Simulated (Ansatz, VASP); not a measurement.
Ag: VASP beside Ansatz

INCAR

```
ALGO = Fast
EDIFF = 1E-6
ENCUT = 520
ISIF = 2
ISMEAR = 0
LASPH = T
LCHARG = F
LREAL = F
LWAVE = F
NBANDS = 12
NELM = 80
PREC = Accurate
SIGMA = 0.15
```

KPOINTS

```
k-points
0
Gamma
  20 20 20
```

Contents of POSCAR:

```
Ag
1.0
   -1.7384367000      1.7384367000      1.5728713000
    1.7384367000     -1.7384367000      1.5728713000
    1.7384367000      1.7384367000     -1.5728713000
Ag
1
Direct
    0.0000000000      0.0000000000      0.0000000000
```

Input for Ansatz:

```yaml
crystal:
  lattice:
    - [-1.7384367, 1.7384367, 1.5728713]
    - [1.7384367, -1.7384367, 1.5728713]
    - [1.7384367, 1.7384367, -1.5728713]
  atoms:
    - { symbol: Ag, position: [0.0, 0.0, 0.0] }
basis:
  ecutwfc: 420
kpoints:
  mp_grid: { grid: [20, 20, 20] }
hamiltonian:
  xc: lda
scf:
  occupations: { method: gaussian, width: 0.15 }
output:
  forces: true
  stress: true
  eigenvalues: true
```

Change from the starting cell: strain +0.050 along x and y, -0.050 along z, atoms carried along.

Alike in both runs: task single point; functional LDA; k mesh 20 × 20 × 20; occupations gaussian, width 0.15 eV; no spin polarisation.

|  | VASP | Ansatz |
| --- | --- | --- |
| version | VASP 6.6.1 | Ansatz 0.2.0 |
| potentials or method | VASP PAW LDA potentials, release 64 (Ag), cutoff 520 eV | scalar-relativistic, plane waves, PAW |
| valence electrons in the cell | 11 | 19 |

VASP gave:

```
gap on the k mesh at the Fermi level (eV)                     : none
pressure (GPa)                                                : -13.7
traceless stress, the component that is largest in VASP (GPa) : -0.32
```

Question: What did Ansatz give for the same quantities?

Answer: gap on the k mesh at the Fermi level (eV): none; pressure (GPa): -14.0; traceless stress, the component that is largest in VASP (GPa): -0.34.

LDA's correlation is that of Perdew and Zunger in VASP and of Perdew and Wang (1992) in Ansatz. A gap of «none» marks a metal or a gap that the smearing closes. VASP's potentials hold 11 valence electrons a cell and Ansatz's 19, so a difference there can come from the potentials and not from the codes.
